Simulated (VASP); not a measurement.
Here is a VASP 6.6.1 calculation.

The input INCAR:

```
SYSTEM = BN
ALGO     = Normal         ! electronic algorithm
EDIFF    = 1E-6           ! SCF threshold, eV
ENCUT    = 520            ! plane-wave cutoff, eV
GGA      = PE             ! functional
ISIF     = 2              ! what is computed and relaxed
ISMEAR   = 0              ! smearing method
LASPH    = .True.         ! aspherical terms in the spheres
LCHARG   = .False.        ! write CHGCAR
LREAL    = .False.        ! projectors in reciprocal space
LWAVE    = .False.        ! write WAVECAR
NBANDS   = 16             ! bands
NELM     = 60             ! most SCF steps
PREC     = Accurate       ! precision mode
SIGMA    = 0.02           ! smearing width, eV
```

KPOINTS

```
k-points
0
Gamma
  12 12 4
  0 0 0
```

Contents of POSCAR:

```
BN
1.0
    2.5121811355      0.0000000000      0.0000000000
   -1.2560905678      2.1756126823      0.0000000000
    0.0000000000      0.0000000000      7.8425737833
B N
2 2
Direct
    0.3333333333      0.6666666667      0.2500000000
    0.6666666667      0.3333333333      0.7500000000
    0.3333333333      0.6666666667      0.7500000000
    0.6666666667      0.3333333333      0.2500000000
```

Potentials or basis: VASP PAW PBE potentials, release 64 (B, N).

Run with:

```bash
$ cat potpaw_PBE.64/B/POTCAR potpaw_PBE.64/N/POTCAR > POTCAR
$ mpirun -np 1 vasp_std > vasp.out
```

(1) What does it give for the pressure?

(2) Predict the band gap on the k mesh.

Answers

(1) 0.1 GPa.

(2) 4.50 eV (least direct gap 4.65 eV).

Caveat: this functional lacks dispersion, which binds the layers, so the pressure and a relaxed spacing across them are unreliable.
